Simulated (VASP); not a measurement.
Crystal: Na.

```xyz
2
Lattice="0.0000 3.3782 5.3614 2.3696 0.0000 5.3614 2.3696 3.3782 0.0000" Properties=species:S:1:pos:R:3 pbc="T T T"
Na    2.3696    3.3782    0.9340
Na    2.3696    3.3782    9.7889
```

```yaml
Program: VASP 6.6.1
Task: relaxation of cell and atoms
Functional: PBE
Potentials_or_basis: VASP PAW PBE potentials, release 64 (Na_pv)
Cutoff: 600 eV
k_mesh: 6 × 6 × 6
Occupations: gaussian, width 0.1 eV
Spin: no spin polarisation
```

At the start: pressure 2.8 GPa; volume 42.92 Å³/atom.

**Question.** Where does the relaxation end?

**Answer.** Over 16 steps the energy falls by 958.9 meV/atom and the volume is 38.08 Å³/atom (-11.3 %); space group Fmmm (No. 69, to 0.1 Å) before and after.

Step by step:
```csv
step,energy change (eV),largest force (eV/Å),pressure (GPa),volume (Å³)
1,0.0000,4.3214,2.82,85.84
2,-1.5340,0.8240,-0.43,94.39
3,-1.6528,0.5388,-0.74,96.29
4,-1.7583,0.2089,-1.13,99.80
5,-1.7644,0.1695,-1.18,100.44
6,-1.7661,0.1543,-1.20,100.71
7,-1.8140,0.1560,-1.04,94.52
8,-1.8939,0.1437,-0.26,78.90
9,-1.8974,0.1308,0.21,73.89
10,-1.8980,0.1349,0.08,75.15
11,-1.9023,0.1180,0.07,75.05
12,-1.9123,0.0677,0.11,74.75
13,-1.9124,0.0608,0.25,74.08
14,-1.9165,0.0144,0.15,74.45
15,-1.9165,0.0047,0.16,74.40
16,-1.9177,0.0007,-0.01,76.15
```

Final structure:
```cif
data_structure
_symmetry_space_group_name_H-M 'P 1'
_symmetry_Int_Tables_number 1
_cell_length_a 7.0527
_cell_length_b 6.6942
_cell_length_c 3.5912
_cell_angle_alpha 80.460
_cell_angle_beta 69.398
_cell_angle_gamma 30.142
_cell_volume 76.15
loop_
_atom_site_label
_atom_site_type_symbol
_atom_site_fract_x
_atom_site_fract_y
_atom_site_fract_z
_atom_site_occupancy
Na1 Na 0.13290 0.13290 0.86710 1
Na2 Na 0.86710 0.86710 0.13290 1
```
